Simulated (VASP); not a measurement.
# CdTe (P6_3/mmc) in VASP: further runs

Runs on CdTe. Level: PBEsol. Tasks: relaxation of cell and atoms, single point.

Program: VASP 6.6.1. These are calculated values, not measurements. Logs are shortened: lines on timing, memory, paths and dates and some standing lists are left out, and cuts for length are marked.

**1. The cell of the first run**

The structure is hexagonal, space group P6_3/mmc (No. 194). Conventional cell: a = 4.241 Å, b = 4.241 Å, c = 6.930 Å, α = 90.00°, β = 90.00°, γ = 120.00°. Within 3.9 Å of Cd (site symmetry -3m) lie 6 Te at 3.00 Å and 2 Cd at 3.47 Å. Within 3.9 Å of Te (site symmetry -6m2) lie 6 Cd at 3.00 Å.

**2. Relaxation of cell and atoms, PBEsol**

The input, INCAR:

```
SYSTEM = CdTe
ALGO     = Normal         ! electronic algorithm
EDIFF    = 1E-6           ! SCF threshold, eV
EDIFFG   = -0.01          ! ionic threshold
ENCUT    = 600            ! plane-wave cutoff, eV
GGA      = PS             ! functional
IBRION   = 2              ! ionic algorithm
ISIF     = 3              ! what is computed and relaxed
ISMEAR   = 0              ! smearing method
LASPH    = .TRUE.         ! aspherical terms in the spheres
LCHARG   = .FALSE.        ! write CHGCAR
LREAL    = .FALSE.        ! projectors in reciprocal space
LWAVE    = .FALSE.        ! write WAVECAR
NELM     = 80             ! most SCF steps
NSW      = 65             ! ionic steps
PREC     = Accurate       ! precision mode
SIGMA    = 0.1            ! smearing width, eV
```

The input, KPOINTS:

```
k-points
0
G
  12 12 6
  0 0 0
```

The input, POSCAR:

```
CdTe
1.0
    4.2406028275      0.0000000000      0.0000000000
   -2.1203014138      3.6724697760      0.0000000000
    0.0000000000      0.0000000000      6.9304224804
Cd Te
2 2
Direct
    0.0000000000      0.0000000000      0.0000000000
    0.0000000000      0.0000000000      0.5000000000
    0.3333333333      0.6666666667      0.2500000000
    0.6666666667      0.3333333333      0.7500000000
```

Potentials or basis: VASP PAW PBE potentials, release 64 (Cd, Te).

Command:

```console
cat potpaw_PBE.64/Cd/POTCAR potpaw_PBE.64/Te/POTCAR > POTCAR
mpirun -np 1 vasp_std > vasp.out
```

OUTCAR:

```text
SYSTEM = CdTe
   EDIFF = 1E-6
   EDIFFG = -0.01
   ENCUT = 600
   GGA = PS
   IBRION = 2
   ISIF = 3
   ISMEAR = 0
   LASPH = .TRUE.
   LREAL = .FALSE.
   NELM = 80
   NSW = 65
   PREC = Accurate

 ion  position               nearest neighbor table
   1  0.000  0.000  0.000-   3 3.00   4 3.00   4 3.00   3 3.00   4 3.00   3 3.00   2 3.47   2 3.47

   2  0.000  0.000  0.500-   3 3.00   4 3.00   4 3.00   3 3.00   4 3.00   3 3.00   1 3.47   1 3.47

   3  0.333  0.667  0.250-   1 3.00   2 3.00   1 3.00   2 3.00   1 3.00   2 3.00
   4  0.667  0.333  0.750-   1 3.00   2 3.00   1 3.00   2 3.00   1 3.00   2 3.00

  LATTYP: Found a hexagonal cell.
 ALAT       =     4.2406028275
 C/A-ratio  =     1.6343012450

  Lattice vectors:

 A1 = (   4.2406028275,   0.0000000000,   0.0000000000)
 A2 = (  -2.1203014138,   3.6724697760,   0.0000000000)
 A3 = (   0.0000000000,   0.0000000000,   6.9304224804)

Analysis of symmetry for initial positions (statically):
=====================================================================
 Subroutine PRICEL returns:
 Original cell was already a primitive cell.

 Routine SETGRP: Setting up the symmetry group for a
 hexagonal supercell.

 Subroutine GETGRP returns: Found 24 space group operations
 (whereof 12 operations were pure point group operations)
 out of a pool of 24 trial point group operations.

The static configuration has the point symmetry D_3d.
 The point group associated with its full space group is D_6h.

Analysis of symmetry for dynamics (positions and initial velocities):
=====================================================================
 Subroutine PRICEL returns:
 Original cell was already a primitive cell.

 Routine SETGRP: Setting up the symmetry group for a
 hexagonal supercell.

 Subroutine GETGRP returns: Found 24 space group operations
 (whereof 12 operations were pure point group operations)
 out of a pool of 24 trial point group operations.

The dynamic configuration has the point symmetry D_3d.
 The point group associated with its full space group is D_6h.

 Subroutine INISYM returns: Found 24 space group operations
 (whereof 12 operations are pure point group operations),
 and found     1 'primitive' translations

----------------------------------------------------------------------------------------

                                     Primitive cell

  volume of cell :     107.9308

  direct lattice vectors                    reciprocal lattice vectors
     4.240602828  0.000000000  0.000000000     0.235815529  0.136148159  0.000000000
    -2.120301414  3.672469776  0.000000000     0.000000000  0.272296319  0.000000000
     0.000000000  0.000000000  6.930422480     0.000000000  0.000000000  0.144291348

  length of vectors
     4.240602828  4.240602828  6.930422480     0.272296319  0.272296319  0.144291348

  position of ions in fractional coordinates (direct lattice)
     0.000000000  0.000000000  0.000000000
     0.000000000  0.000000000  0.500000000
     0.333333333  0.666666667  0.250000000
     0.666666667  0.333333333  0.750000000

  ion indices of the primitive-cell ions
   primitive index   ion index
                 1           1
                 2           2
                 3           3
                 4           4

----------------------------------------------------------------------------------------

 KPOINTS: k-points

Automatic generation of k-mesh.
 Grid dimensions read from file:
 generate k-points for:   12   12    6

 Generating k-lattice:

  Cartesian coordinates                     Fractional coordinates (reciprocal lattice)
     0.019651294  0.011345680  0.000000000     0.083333333  0.000000000  0.000000000
     0.000000000  0.022691360  0.000000000     0.000000000  0.083333333  0.000000000
     0.000000000  0.000000000  0.024048558     0.000000000  0.000000000  0.166666667

  Length of vectors
     0.022691360  0.022691360  0.024048558

  Shift w.r.t. Gamma in fractional coordinates (k-lattice)
     0.000000000  0.000000000  0.000000000

 Subroutine IBZKPT returns following result:
 ===========================================

 Found     76 irreducible k-points:

 Following reciprocal coordinates:
            Coordinates               Weight
  0.000000  0.000000  0.000000      1.000000
  0.083333  0.000000  0.000000      6.000000
  0.166667 -0.000000  0.000000      6.000000
  0.250000 -0.000000  0.000000      6.000000
  0.333333 -0.000000  0.000000      6.000000
  0.416667 -0.000000  0.000000      6.000000
[... 16 lines left out ...]
  0.250000 -0.000000  0.166667     12.000000
  0.333333 -0.000000  0.166667     12.000000
 [... further k-points ...]
   k-points           NKPTS =     76   k-points in BZ     NKDIM =     76   number of bands    NBANDS=     22
   number of dos      NEDOS =    301   number of ions     NIONS =      4
   total plane-waves  NPLWV =  72576
   dimension x,y,z NGX =    36 NGY =   36 NGZ =   56
   dimension x,y,z NGXF=    72 NGYF=   72 NGZF=  112
[... 36 lines left out ...]
  Thomas-Fermi vector in A             =   2.272048
   LORBIT       =      0    0 simple, 1 ext, 2 COOP (PROOUT), +10 PAW based schemes
   GGA     = PS    functional components
   LHFCALC =     F    Hartree Fock is set to
   AEXX    =    0.0000 exact exchange contribution
   IVDW    =     0    specifies the selected vdW correction
   LEPSILON=     F    determine dielectric tensor
   LRPA    =     F    only Hartree local field effects (RPA)
 conjugate gradient relaxation of ions
 non-spin polarized calculation
 Gauss-broadening in eV      SIGMA  =   0.10
  energy-cutoff  :      600.00
  volume of cell :      107.93
 maximum number of plane-waves:      3657
 NGX is ok and might be reduce to    36
   NGX = 17   NGY = 17   NGZ = 27

--------------------------------------- Ionic step        1  -------------------------------------------

 number of electron      36.0000008 magnetization

 Free energy of the ion-electron system (eV)
  ---------------------------------------------------
  ext. energy  EPLUGINS =         0.00000000
  ---------------------------------------------------
  free energy    TOTEN  =       -10.37834889 eV

  energy without entropy =      -10.37266690  energy(sigma->0) =      -10.37550789

------------------------ aborting loop because EDIFF is reached ----------------------------------------

  FORCE on cell =-STRESS in cart. coord.  units (eV):
  Direction    XX          YY          ZZ          XY          YZ          ZX
  --------------------------------------------------------------------------------------
  -------------------------------------------------------------------------------------
  Total        0.5270575      0.5270575      0.9696242     -0.0000000     -0.0000000      0.0000000
  in kB        7.8238952      7.8238952     14.3935687     -0.0000000     -0.0000000      0.0000000
  external PRESSURE =      10.0137864 kB  Pullay stress =       0.0000000 kB
[... 23 lines left out ...]
  energy  without entropy=      -10.3726668977  energy(sigma->0) =      -10.37550789

--------------------------------------- Ionic step        2  -------------------------------------------

 number of electron      35.9999996 magnetization

 E-fermi :   4.1118     XC(G=0):  -9.9983

 val. band max:        4.1060484373   @ k =   0.0833   0.0000   0.1667
 cond. band min:       4.1408842372   @ k =   0.3333  -0.0000   0.0000
 fundamental gap:      0.0348357999
 Fermi energy:         4.1117703910

 k-point     1 :       0.0000    0.0000    0.0000
  band No.  band energies     occupation
      1      -7.7225      2.00000
      2      -6.5694      2.00000
      3      -4.4429      2.00000
      4      -4.4429      2.00000
      5      -4.4304      2.00000
      6      -4.2204      2.00000
[... 574 lines left out ...]
      6      -4.2603      2.00000
[... 14 lines left out ...]
     21       7.6811      0.00000
     22       8.6690      0.00000

 [... further k-points ...]

------------------------ aborting loop because EDIFF is reached ----------------------------------------

  FORCE on cell =-STRESS in cart. coord.  units (eV):
  Direction    XX          YY          ZZ          XY          YZ          ZX
  --------------------------------------------------------------------------------------
  -------------------------------------------------------------------------------------
  Total       -0.3556764     -0.3556764     -0.1506188      0.0000000     -0.0000000     -0.0000000
  in kB       -5.1530806     -5.1530806     -2.1821825      0.0000000     -0.0000000     -0.0000000
  external PRESSURE =      -4.1627812 kB  Pullay stress =       0.0000000 kB
[... 175 lines left out ...]
  energy  without entropy=      -10.3803658880  energy(sigma->0) =      -10.38297887

--------------------------------------- Ionic step        7  -------------------------------------------

 number of electron      36.0000001 magnetization

 Free energy of the ion-electron system (eV)
  ---------------------------------------------------
  ext. energy  EPLUGINS =         0.00000000
  ---------------------------------------------------
  free energy    TOTEN  =       -10.38577444 eV

  energy without entropy =      -10.38027656  energy(sigma->0) =      -10.38302550

 E-fermi :   4.2093     XC(G=0): -10.0400

 val. band max:        4.1948211969   @ k =   0.4167  -0.0000   0.0000
 cond. band min:       4.2159050624   @ k =   0.1667  -0.0000   0.1667
 fundamental gap:      0.0210838655
 Fermi energy:         4.2092784491

 k-point     1 :       0.0000    0.0000    0.0000
  band No.  band energies     occupation
      1      -7.6900      2.00000
      2      -6.5353      2.00000
      3      -4.3691      2.00000
      4      -4.3691      2.00000
      5      -4.3508      2.00000
      6      -4.1484      2.00000
[... 574 lines left out ...]
      6      -4.1877      2.00000
[... 14 lines left out ...]
     21       7.7824      0.00000
     22       8.7715      0.00000

 [... further k-points ...]

------------------------ aborting loop because EDIFF is reached ----------------------------------------

  FORCE on cell =-STRESS in cart. coord.  units (eV):
  Direction    XX          YY          ZZ          XY          YZ          ZX
  --------------------------------------------------------------------------------------
  -------------------------------------------------------------------------------------
  Total       -0.0154171     -0.0154171     -0.0045837      0.0000000      0.0000000      0.0000000
  in kB       -0.2252957     -0.2252957     -0.0669837      0.0000000      0.0000000      0.0000000
  external PRESSURE =      -0.1725250 kB  Pullay stress =       0.0000000 kB
[... 19 lines left out ...]
  FREE ENERGIE OF THE ION-ELECTRON SYSTEM (eV)
  ---------------------------------------------------
  free  energy   TOTEN  =       -10.3857744397 eV

  energy  without entropy=      -10.3802765605  energy(sigma->0) =      -10.38302550

 reached required accuracy - stopping structural energy minimisation
```

It took 5.2 min on 1 thread of Intel Xeon 6975P-C (Granite Rapids), shared host; peak memory 0.41 GiB.

Results:

| Quantity | Value |
| --- | --- |
| Free energy | -10.3858 eV |
| Relaxed volume | 27.41 Å³/atom |
| Relaxed cell | a = 4.242 Å, b = 4.242 Å, c = 7.036 Å, α = 90.00°, β = 90.00°, γ = 120.00° |
| Space group after relaxing (to 0.1 Å) | P6_3/mmc (No. 194) |
| Energy gained by relaxing | 1.9 meV/atom |
| Ionic steps | 7 |
| Pressure after relaxing | 0.0 GPa |
| Band gap on the k mesh | zero (bands 18 and 19 overlap by 1.11 eV) |

Step by step:
```tsv
step	energy change (eV)	largest force (eV/Å)	pressure (GPa)	volume (Å³)
1	0.0000	0.0000	1.00	107.93
2	-0.0055	0.0000	-0.42	110.59
3	-0.0063	0.0000	-0.05	109.84
4	-0.0069	0.0000	-0.01	109.78
5	-0.0073	0.0000	0.00	109.70
6	-0.0072	0.0000	0.05	109.54
7	-0.0074	0.0000	-0.02	109.64
```

Final structure:
```
Cd Te
1.0
     4.24170    0.00000    0.00000
    -2.12085    3.67342    0.00000
     0.00000    0.00000    7.03642
Cd Te
2 2
Direct
  0.00000 0.00000 0.00000
  0.00000 0.00000 0.50000
  0.33333 0.66667 0.25000
  0.66667 0.33333 0.75000
```

Levels at points of the mesh, in eV from the Fermi level:
```csv
k point,band 15,band 16,band 17,band 18,band 19,band 20,band 21,band 22
"(0.00, 0.00, 0.00)",-0.55,-0.55,0.01,0.01,0.13,2.49,4.88,4.88
"(0.50, 0.00, 0.00)",-3.23,-2.36,-2.19,-0.03,1.48,2.23,2.72,3.92
"(0.00, 0.00, 0.50)",-0.24,-0.24,-0.24,-0.24,2.36,2.36,4.98,4.98
"(0.50, 0.00, 0.50)",-1.47,-1.47,-1.33,-1.33,0.79,0.79,4.04,4.04
```

Caveat: the PAW data sets were made with another functional, which shifts forces and pressure a little; spin-orbit coupling is left out, which moves the levels of the heavy elements.

**3. Relaxation of cell and atoms, PBEsol**

The input, INCAR:

```
PREC     = Accurate       # precision mode
ENCUT    = 600            # plane-wave cutoff, eV
EDIFF    = 1E-7           # SCF threshold, eV
ISMEAR   = 0              # smearing method
SIGMA    = 0.1            # smearing width, eV
LREAL    = False          # projectors in reciprocal space
LASPH    = True           # aspherical terms in the spheres
NELM     = 60             # most SCF steps
ALGO     = Normal         # electronic algorithm
ISIF     = 3              # what is computed and relaxed
LWAVE    = False          # write WAVECAR
LCHARG   = False          # write CHGCAR
GGA      = PS             # functional
IBRION   = 2              # ionic algorithm
NSW      = 65             # ionic steps
EDIFFG   = -0.01          # ionic threshold
```

The input, KPOINTS:

```
Automatic mesh
0
Gamma
  12 12 6
```

The input, POSCAR:

```
CdTe
1.0
    4.2406028275      0.0000000000      0.0000000000
   -2.1203014138      3.6724697760      0.0000000000
    0.0000000000      0.0000000000      6.9304224804
Cd Te
2 2
Direct
    0.0000000000      0.0000000000      0.0000000000
    0.3333333333      0.6666666667      0.5000000000
    0.6666666667      0.3333333333      0.2500000000
    0.6666666667      0.3333333333      0.7500000000
```

Potentials or basis: VASP PAW PBE potentials, release 64 (Cd, Te).

Command:

```console
cat potpaw_PBE.64/Cd/POTCAR potpaw_PBE.64/Te/POTCAR > POTCAR
mpirun -np 1 vasp_std > vasp.out
```

Wall time 9.6 min (1 thread of Intel Xeon 6975P-C (Granite Rapids), shared host); peak memory 0.42 GiB.

It converged, with:

- Free energy: -9.9438 eV
- Relaxed volume: 27.78 Å³/atom
- Relaxed cell: a = 4.185 Å, b = 4.185 Å, c = 7.324 Å, α = 90.00°, β = 90.00°, γ = 120.00°
- Space group after relaxing (to 0.1 Å): P6_3/mmc (No. 194)
- Energy gained by relaxing: 14.4 meV/atom
- Ionic steps: 9
- Pressure after relaxing: 0.0 GPa
- Band gap on the k mesh: zero (bands 18 and 19 overlap by 0.66 eV)

Step by step:
```tsv
step	energy change (eV)	largest force (eV/Å)	pressure (GPa)	volume (Å³)
1	0.0000	0.0000	2.38	107.93
2	-0.0402	0.0000	-0.92	114.29
3	-0.0436	0.0000	-0.26	112.82
4	-0.0489	0.0000	-0.17	112.41
5	-0.0563	0.0000	0.07	111.30
6	-0.0572	0.0000	0.18	110.81
7	-0.0572	0.0000	0.20	110.73
8	-0.0571	0.0000	-0.22	111.53
9	-0.0574	0.0000	0.00	111.10
```

Final structure:
```yaml
crystal:
  lattice:
    - [4.18527, 0.00000, 0.00000]
    - [-2.09263, 3.62455, 0.00000]
    - [0.00000, 0.00000, 7.32403]
  atoms:
    - { symbol: Cd, position: [0.00000, 0.00000, 0.00000] }
    - { symbol: Cd, position: [0.33333, 0.66667, 0.50000] }
    - { symbol: Te, position: [0.66667, 0.33333, 0.25000] }
    - { symbol: Te, position: [0.66667, 0.33333, 0.75000] }
```

Levels at points of the mesh, in eV from the Fermi level:
```
           k point  band 16  band 17  band 18  band 19  band 20  band 21
(0.00, 0.00, 0.00)    -0.61    -0.17     0.16     0.16     3.75     3.87
(0.50, 0.00, 0.00)    -2.17    -1.81    -0.27     0.73     1.93     3.36
(0.00, 0.00, 0.50)    -0.34    -0.34    -0.34     1.79     1.79     5.22
(0.50, 0.00, 0.50)    -2.30    -1.41    -1.41     0.66     0.66     3.46
```

Caveat: semilocal functionals underestimate gaps, so a narrow gap can read as zero; the PAW data sets were made with another functional, which shifts forces and pressure a little; spin-orbit coupling is left out, which moves the levels of the heavy elements.

**4. Single point, PBEsol**

This run uses another cell than the first one, of 27.31 Å³/atom.

The input, INCAR:

```
SYSTEM = CdTe
ALGO = Normal
EDIFF = 1E-7
ENCUT = 520
GGA = PS
ISIF = 2
ISMEAR = 0
LASPH = .True.
LCHARG = .False.
LREAL = .False.
LWAVE = .False.
NBANDS = 26
NELM = 100
PREC = Accurate
SIGMA = 0.1
```

The input, KPOINTS:

```
k-points
0
Gamma
  12 12 6
  0 0 0
```

The input, POSCAR:

```
CdTe
1.0
    4.2362975611      0.0000000000      0.0000000000
   -2.1181487806      3.6687413059      0.0000000000
    0.0000000000      0.0000000000      7.0294485574
Cd Te
2 2
Direct
    0.0000000000      0.0000000000      0.0000000000
    0.0000000000      0.0000000000      0.5000000000
    0.3333333333      0.6666666667      0.2500000000
    0.6666666667      0.3333333333      0.7500000000
```

Command:

```console
cat potpaw_PBE.64/Cd/POTCAR potpaw_PBE.64/Te/POTCAR > POTCAR
mpirun -np 1 vasp_std > vasp.out
```

Wall time 83 s (1 thread of Intel Xeon 6975P-C (Granite Rapids), shared host); peak memory 0.35 GiB.

It converged, with:

```yaml
Free_energy: -10.3860 eV
Pressure: 0.2 GPa
Band_gap_on_the_k_mesh: zero (bands 18 and 19 overlap by 1.11 eV)
```

Levels at points of the mesh, in eV from the Fermi level:
```csv
k point,band 15,band 16,band 17,band 18,band 19,band 20,band 21,band 22
"(0.00, 0.00, 0.00)",-0.56,-0.56,0.01,0.01,0.15,2.49,4.88,4.88
"(0.50, 0.00, 0.00)",-3.25,-2.37,-2.20,-0.03,1.49,2.23,2.72,3.91
"(0.00, 0.00, 0.50)",-0.24,-0.24,-0.24,-0.24,2.37,2.37,4.98,4.98
"(0.50, 0.00, 0.50)",-1.48,-1.48,-1.33,-1.33,0.79,0.79,4.03,4.03
```

Caveat: the PAW data sets were made with another functional, which shifts forces and pressure a little; spin-orbit coupling is left out, which moves the levels of the heavy elements.

**5. Summary**

```tsv
task	cell	cutoff (eV)	gap on the mesh (eV)	pressure (GPa)	relaxed volume (Å³/atom)
relaxation of cell and atoms	relaxed from a = 4.241, b = 4.241, c = 6.930 Å, angles 90.0, 90.0, 120.0°, 4 atoms, atomic positions A	600	none	0.0	27.41
relaxation of cell and atoms	relaxed from a = 4.241, b = 4.241, c = 6.930 Å, angles 90.0, 90.0, 120.0°, 4 atoms, atomic positions B	600	none	0.0	27.78
single point	a = 4.236, b = 4.236, c = 7.029 Å, angles 90.0, 90.0, 120.0°, 4 atoms, atomic positions A	520	none	0.2	-
```

Alike in all rows: level PBEsol; potentials or basis VASP PAW PBE potentials, release 64 (Cd, Te); no spin polarisation; k mesh 12 × 12 × 6; smearing gaussian 0.1 eV.

Caveats: the PAW data sets were made with another functional, which shifts forces and pressure a little; spin-orbit coupling is left out, which moves the levels of the heavy elements; semilocal functionals underestimate gaps, so a narrow gap can read as zero (at least some runs).

Absolute energies hang on the potentials; compare differences alone.
